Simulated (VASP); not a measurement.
# Al5Cl2 (P6/mmm) in VASP: further runs

Runs on Al5Cl2. Level: PBE. Tasks: relaxation of cell and atoms, single point.

Program: VASP 6.6.1. These are calculated values, not measurements. Logs are shortened: lines on timing, memory, paths and dates and some standing lists are left out, and cuts for length are marked.

**1. The cell of the first run**

The structure is hexagonal, space group P6/mmm (No. 191). The conventional cell has a = 4.241 Å, b = 4.241 Å, c = 8.909 Å, α = 90.00°, β = 90.00°, γ = 120.00°. Al (site symmetry 6/mmm) has 6 Cl at 2.45 Å within 3.2 Å. Within 2.8 Å of Al (site symmetry 6/mmm) lie 6 Al at 2.12 Å. Within 2.8 Å of Al (site symmetry mmm) lie 6 Al at 2.12 Å. Cl (site symmetry -6m2) has 3 Cl at 2.45 Å and 3 Al at 2.45 Å within 3.2 Å.

The cell was built from a structure type or drawn by symmetry, and may not be a known phase.

**2. Relaxation of cell and atoms, PBE**

Contents of INCAR:

```
PREC = Accurate ; ENCUT = 600
EDIFF = 1E-6 ; ISMEAR = 0
SIGMA = 0.1 ; LREAL = F
LASPH = T ; NELM = 80
ALGO = Normal ; ISIF = 3
LWAVE = F ; LCHARG = F
GGA = PE ; IBRION = 2
NSW = 90 ; EDIFFG = -0.04
```

Contents of KPOINTS:

```
Automatic mesh
0
Gamma
  6 6 2
```

Contents of POSCAR:

```
Al5Cl2
1.0
    4.2413888600      0.0000000000      0.0000000000
   -2.1206944300      3.6731505000      0.0000000000
    0.0000000000      0.0000000000      8.9090974600
Al Cl
5 2
Direct
    0.0000000000      0.0000000000      0.0000000000
    0.0000000000      0.0000000000      0.5000000000
    0.5000000000      0.0000000000      0.5000000000
    0.0000000000      0.5000000000      0.5000000000
    0.5000000000      0.5000000000      0.5000000000
    0.3333333300      0.6666666700      0.0000000000
    0.6666666700      0.3333333300      0.0000000000
```

Potentials or basis: VASP PAW PBE potentials, release 64 (Al, Cl).

The run is started by

```bash
$ cat potpaw_PBE.64/Al/POTCAR potpaw_PBE.64/Cl/POTCAR > POTCAR
$ mpirun -np 1 vasp_std > vasp.out
```

OUTCAR:

```text
PREC = Accurate
   ENCUT = 600
   EDIFF = 1E-6
   ISMEAR = 0
   LREAL = F
   LASPH = T
   NELM = 80
   ISIF = 3
   GGA = PE
   IBRION = 2
   NSW = 90
   EDIFFG = -0.04

 ion  position               nearest neighbor table
   1  0.000  0.000  0.000-   6 2.45   7 2.45   6 2.45   7 2.45   7 2.45   6 2.45
   2  0.000  0.000  0.500-   4 2.12   5 2.12   4 2.12   5 2.12   3 2.12   3 2.12
   3  0.500  0.000  0.500-   4 2.12   5 2.12   5 2.12   4 2.12   2 2.12   2 2.12
   4  0.000  0.500  0.500-   2 2.12   3 2.12   2 2.12   3 2.12   5 2.12   5 2.12
   5  0.500  0.500  0.500-   2 2.12   3 2.12   3 2.12   2 2.12   4 2.12   4 2.12
   6  0.333  0.667  0.000-   7 2.45   1 2.45   7 2.45   1 2.45   1 2.45   7 2.45
   7  0.667  0.333  0.000-   6 2.45   1 2.45   6 2.45   1 2.45   1 2.45   6 2.45

  LATTYP: Found a hexagonal cell.
 ALAT       =     4.2413888600
 C/A-ratio  =     2.1005141839

  Lattice vectors:

 A1 = (   4.2413888600,   0.0000000000,   0.0000000000)
 A2 = (  -2.1206944300,   3.6731505000,   0.0000000000)
 A3 = (   0.0000000000,   0.0000000000,   8.9090974600)

Analysis of symmetry for initial positions (statically):
=====================================================================
 Subroutine PRICEL returns:
 Original cell was already a primitive cell.

 Routine SETGRP: Setting up the symmetry group for a
 hexagonal supercell.

 Subroutine GETGRP returns: Found 24 space group operations
 (whereof 24 operations were pure point group operations)
 out of a pool of 24 trial point group operations.

The static configuration has the point symmetry D_6h.

Analysis of symmetry for dynamics (positions and initial velocities):
=====================================================================
 Subroutine PRICEL returns:
 Original cell was already a primitive cell.

 Routine SETGRP: Setting up the symmetry group for a
 hexagonal supercell.

 Subroutine GETGRP returns: Found 24 space group operations
 (whereof 24 operations were pure point group operations)
 out of a pool of 24 trial point group operations.

The dynamic configuration has the point symmetry D_6h.

 Subroutine INISYM returns: Found 24 space group operations
 (whereof 24 operations are pure point group operations),
 and found     1 'primitive' translations

----------------------------------------------------------------------------------------

                                     Primitive cell

  volume of cell :     138.7971

  direct lattice vectors                    reciprocal lattice vectors
     4.241388860  0.000000000  0.000000000     0.235771827  0.136122928  0.000000000
    -2.120694430  3.673150500  0.000000000     0.000000000  0.272245855  0.000000000
     0.000000000  0.000000000  8.909097460     0.000000000  0.000000000  0.112244815

  length of vectors
     4.241388860  4.241388860  8.909097460     0.272245855  0.272245855  0.112244815

  position of ions in fractional coordinates (direct lattice)
     0.000000000  0.000000000  0.000000000
     0.000000000  0.000000000  0.500000000
     0.500000000  0.000000000  0.500000000
     0.000000000  0.500000000  0.500000000
     0.500000000  0.500000000  0.500000000
     0.333333330  0.666666670  0.000000000
     0.666666670  0.333333330  0.000000000

  ion indices of the primitive-cell ions
   primitive index   ion index
                 1           1
                 2           2
                 3           3
                 4           4
                 5           5
                 6           6
                 7           7

----------------------------------------------------------------------------------------

 KPOINTS: Automatic mesh

Automatic generation of k-mesh.
 Grid dimensions read from file:
 generate k-points for:    6    6    2

 Generating k-lattice:

  Cartesian coordinates                     Fractional coordinates (reciprocal lattice)
     0.039295304  0.022687155  0.000000000     0.166666667  0.000000000  0.000000000
     0.000000000  0.045374309  0.000000000     0.000000000  0.166666667  0.000000000
     0.000000000  0.000000000  0.056122408     0.000000000  0.000000000  0.500000000

  Length of vectors
     0.045374309  0.045374309  0.056122408

  Shift w.r.t. Gamma in fractional coordinates (k-lattice)
     0.000000000  0.000000000  0.000000000

 Subroutine IBZKPT returns following result:
 ===========================================

 Found     14 irreducible k-points:

 Following reciprocal coordinates:
            Coordinates               Weight
  0.000000  0.000000  0.000000      1.000000
  0.166667  0.000000  0.000000      6.000000
  0.333333  0.000000  0.000000      6.000000
  0.500000  0.000000  0.000000      3.000000
  0.166667  0.166667  0.000000      6.000000
  0.333333  0.166667  0.000000     12.000000
  0.333333  0.333333  0.000000      2.000000
  0.000000  0.000000  0.500000      1.000000
  0.166667  0.000000  0.500000      6.000000
  0.333333  0.000000  0.500000      6.000000
  0.500000  0.000000  0.500000      3.000000
  0.166667  0.166667  0.500000      6.000000
  0.333333  0.166667  0.500000     12.000000
  0.333333  0.333333  0.500000      2.000000
   k-points           NKPTS =     14   k-points in BZ     NKDIM =     14   number of bands    NBANDS=     18
   number of dos      NEDOS =    301   number of ions     NIONS =      7
   total plane-waves  NPLWV =  93312
   dimension x,y,z NGX =    36 NGY =   36 NGZ =   72
   dimension x,y,z NGXF=    72 NGYF=   72 NGZF=  144
   ions per type =               5   2
   NGX,Y,Z   is equivalent  to a cutoff of  14.11, 14.11, 13.44 a.u.
   NGXF,Y,Z  is equivalent  to a cutoff of  28.22, 28.22, 26.87 a.u.
 SYSTEM =  unknown system
   PREC   = accura    normal or accurate (medium, high low for compatibility)
   ISTART =      0    job   : 0-new  1-cont  2-samecut
   ICHARG =      2    charge: 1-file 2-atom 10-const
   ISPIN  =      1    spin polarized calculation?
   LNONCOLLINEAR =      F non collinear calculations
   LSORBIT =      F    spin-orbit coupling
   LASPH  =      T    aspherical Exc in radial PAW
   ENCUT  =  600.0 eV  44.10 Ry    6.64 a.u.   8.47  8.47 17.79*2*pi/ulx,y,z
   NELM   =     80;   NELMIN=  2; NELMDL= -5     # of ELM steps
   EDIFF  = 0.1E-05   stopping-criterion for ELM
   LREAL  =      F    real-space projection
   EDIFFG = -.4E-01   stopping-criterion for IOM
   NSW    =     90    number of steps for IOM
   IBRION =      2    ionic relax: 0-MD 1-quasi-New 2-CG
   NFREE  =      1    steps in history (QN), initial steepest desc. (CG)
   ISIF   =      3    stress and relaxation
   ISYM   =      2    0-nonsym 1-usesym 2-fastsym
   POTIM  = 0.5000    time-step for ionic-motion
   TEBEG  =    0.0;   TEEND  =   0.0 temperature during run
   PSTRESS=    0.0 pullay stress
   NELECT =      29.0000    total number of electrons
   NUPDOWN=      -1.0000    fix difference up-down
   EMIN   =  10.00;   EMAX   =-10.00  energy-range for DOS
   EFERMI =   0.00;   METHOD = LEGACY
   ISMEAR =     0;   SIGMA  =   0.10  broadening in eV -4-tet -1-fermi 0-gaus
   EFERMI_NEDOS =   21; number of points for ismear=-14 and -15
   IALGO  =     38    algorithm
   IMIX   =      4    mixing-type and parameters
     AMIX     =   0.40;   BMIX     =  1.00
     AMIX_MAG =   1.60;   BMIX_MAG =  1.00
  volume/ion in A,a.u.               =      19.83       133.81
  Fermi-wavevector in a.u.,A,eV,Ry     =   0.971436  1.835747 12.839641  0.943687
  Thomas-Fermi vector in A             =   2.101652
   LORBIT       =      0    0 simple, 1 ext, 2 COOP (PROOUT), +10 PAW based schemes
   GGA     = PE    functional components
   LHFCALC =     F    Hartree Fock is set to
   AEXX    =    0.0000 exact exchange contribution
   IVDW    =     0    specifies the selected vdW correction
   LEPSILON=     F    determine dielectric tensor
   LRPA    =     F    only Hartree local field effects (RPA)
 conjugate gradient relaxation of ions
 non-spin polarized calculation
 Gauss-broadening in eV      SIGMA  =   0.10
  energy-cutoff  :      600.00
  volume of cell :      138.80
 maximum number of plane-waves:      4661
 NGX is ok and might be reduce to    36
   NGX = 17   NGY = 17   NGZ = 35

--------------------------------------- Ionic step        1  -------------------------------------------

 number of electron      28.9999998 magnetization

 Free energy of the ion-electron system (eV)
  ---------------------------------------------------
  ext. energy  EPLUGINS =         0.00000000
  ---------------------------------------------------
  free energy    TOTEN  =        -7.29682225 eV

  energy without entropy =       -7.26785159  energy(sigma->0) =       -7.28233692

------------------------ aborting loop because EDIFF is reached ----------------------------------------

  FORCE on cell =-STRESS in cart. coord.  units (eV):
  Direction    XX          YY          ZZ          XY          YZ          ZX
  --------------------------------------------------------------------------------------
  -------------------------------------------------------------------------------------
  Total       72.4861658     72.4861658     -1.1318715      0.0000000     -0.0000000     -0.0000000
  in kB      836.7297031    836.7297030    -13.0655347      0.0000000     -0.0000000     -0.0000000
  external PRESSURE =     553.4646238 kB  Pullay stress =       0.0000000 kB
[... 28 lines left out ...]
--------------------------------------- Ionic step        2  -------------------------------------------

 number of electron      28.9999985 magnetization

 E-fermi :  -0.4503     XC(G=0):  -6.4141

 val. band max:       -0.4551223354   @ k =   0.3333   0.0000   0.5000
 cond. band min:      -0.4397528705   @ k =   0.3333   0.3333   0.0000
 fundamental gap:      0.0153694650
 Fermi energy:        -0.4502776698

 k-point     1 :       0.0000    0.0000    0.0000
  band No.  band energies     occupation
      1     -13.0146      2.00000
      2     -12.7396      2.00000
      3      -7.2476      2.00000
      4      -3.1699      2.00000
      5      -2.7391      2.00000
      6      -2.7391      2.00000
[... 358 lines left out ...]
  FREE ENERGIE OF THE ION-ELECTRON SYSTEM (eV)
  ---------------------------------------------------
  free  energy   TOTEN  =       -19.9073910779 eV

  energy  without entropy=      -19.8711925914  energy(sigma->0) =      -19.88929183

 E-fermi :   2.6912     XC(G=0):  -8.2010

 val. band max:        2.6334042482   @ k =   0.1667   0.1667   0.0000
 cond. band min:       2.6966053986   @ k =   0.3333   0.0000   0.0000
 fundamental gap:      0.0632011504
 Fermi energy:         2.6912183037

 k-point     1 :       0.0000    0.0000    0.0000
  band No.  band energies     occupation
      1     -11.7435      2.00000
      2     -10.5302      2.00000
      3      -6.4801      2.00000
      4      -0.8449      2.00000
      5      -0.5307      2.00000
      6      -0.5307      2.00000
[... 271 lines left out ...]
      5      -4.1544      2.00000
      6      -2.3103      2.00000
[... 10 lines left out ...]
     17       3.4249      0.00000
     18       4.2322      0.00000

 E-fermi :  12.5691     XC(G=0): -11.6020

 val. band max:       12.5133037481   @ k =   0.0000   0.0000   0.5000
 cond. band min:      12.5709095483   @ k =   0.1667   0.1667   0.5000
 fundamental gap:      0.0576058002
 Fermi energy:        12.5690712481

 k-point     1 :       0.0000    0.0000    0.0000
  band No.  band energies     occupation
      1      -8.9348      2.00000
      2      -7.4035      2.00000
      3       1.6448      2.00000
      4       1.6448      2.00000
      5       2.6938      2.00000
      6       3.0116      2.00000
[... 271 lines left out ...]
      5       1.6674      2.00000
      6       3.7283      2.00000
[... 10 lines left out ...]
     17      14.2227      0.00000
     18      16.1741      0.00000

 E-fermi :   8.2388     XC(G=0): -10.2564

 val. band max:        8.1772361756   @ k =   0.1667   0.1667   0.5000
 cond. band min:       8.2553500033   @ k =   0.1667   0.1667   0.0000
 fundamental gap:      0.0781138277
 Fermi energy:         8.2388113447

 k-point     1 :       0.0000    0.0000    0.0000
  band No.  band energies     occupation
      1      -9.6577      2.00000
      2      -8.3037      2.00000
      3      -1.2174      2.00000
      4       0.6618      2.00000
      5       1.1529      2.00000
      6       1.1529      2.00000
[... 271 lines left out ...]
      5      -0.0831      2.00000
      6       0.3323      2.00000
[... 10 lines left out ...]
     17       9.1714      0.00000
     18      11.5317      0.00000

[... ionic steps 4 to 24 ...]

--------------------------------------- Ionic step       25  -------------------------------------------

 number of electron      28.9999994 magnetization

------------------------ aborting loop because EDIFF is reached ----------------------------------------
[... 77 lines left out ...]
--------------------------------------- Ionic step       27  -------------------------------------------

 number of electron      28.9999995 magnetization

 Free energy of the ion-electron system (eV)
  ---------------------------------------------------
  ext. energy  EPLUGINS =         0.00000000
  ---------------------------------------------------
  free energy    TOTEN  =       -22.85819892 eV

  energy without entropy =      -22.84106533  energy(sigma->0) =      -22.84963213

 E-fermi :   5.5633     XC(G=0):  -9.3459

 val. band max:        5.4977278186   @ k =   0.3333   0.3333   0.5000
 cond. band min:       5.5684638449   @ k =   0.3333   0.0000   0.5000
 fundamental gap:      0.0707360264
 Fermi energy:         5.5633403823

 k-point     1 :       0.0000    0.0000    0.0000
  band No.  band energies     occupation
      1     -10.5734      2.00000
      2      -9.6616      2.00000
      3      -3.1360      2.00000
      4      -0.2296      2.00000
      5       0.3364      2.00000
      6       0.3364      2.00000
[... 317 lines left out ...]
  FREE ENERGIE OF THE ION-ELECTRON SYSTEM (eV)
  ---------------------------------------------------
  free  energy   TOTEN  =       -22.8581989240 eV

  energy  without entropy=      -22.8410653334  energy(sigma->0) =      -22.84963213

 reached required accuracy - stopping structural energy minimisation
```

It took 7.2 min on 1 thread of AMD EPYC 9R45 (Zen 5), shared host; peak memory 0.29 GiB.

Results:

| Quantity | Value |
| --- | --- |
| Free energy | -22.8582 eV |
| Relaxed volume | 20.66 Å³/atom |
| Relaxed cell | a = 5.539 Å, b = 5.539 Å, c = 5.443 Å, α = 90.00°, β = 90.00°, γ = 120.00° |
| Space group after relaxing (to 0.1 Å) | P6/mmm (No. 191) |
| Pressure after relaxing | 0.0 GPa |
| Band gap on the k mesh | zero (an odd number of electrons rules out a gap without spin polarisation) |

Final structure:
```
CELL_PARAMETERS angstrom
5.53857 0.00000 0.00000
-2.76928 4.79654 0.00000
0.00000 0.00000 5.44337
ATOMIC_POSITIONS crystal
Al 0.00000 0.00000 0.00000
Al 0.00000 0.00000 0.50000
Al 0.50000 0.00000 0.50000
Al 0.00000 0.50000 0.50000
Al 0.50000 0.50000 0.50000
Cl 0.33333 0.66667 0.00000
Cl 0.66667 0.33333 0.00000
```

Levels at points of the mesh, in eV from the Fermi level:
| k point | band 10 | band 11 | band 12 | band 13 | band 14 | band 15 | band 16 | band 17 | band 18 |
| --- | --- | --- | --- | --- | --- | --- | --- | --- | --- |
| (0.00, 0.00, 0.00) | -3.97 | -2.73 | -2.10 | -2.10 | -1.29 | -1.29 | -1.24 | -0.40 | 2.70 |
| (0.50, 0.00, 0.00) | -3.39 | -3.13 | -2.80 | -1.93 | -1.50 | 1.11 | 1.49 | 1.72 | 2.24 |
| (0.00, 0.00, 0.50) | -3.59 | -2.98 | -2.98 | -2.23 | -2.23 | -1.94 | -0.79 | 0.47 | 2.15 |
| (0.50, 0.00, 0.50) | -2.95 | -2.74 | -2.66 | -1.88 | 0.11 | 1.46 | 1.50 | 1.60 | 1.72 |

Caveat: a cell axis changed by over 15 % at a fixed basis, so the end point is rough; an odd number of electrons without spin polarisation forces a metal; a magnetic or distorted state may lie lower.

[end of part 1 of 2]
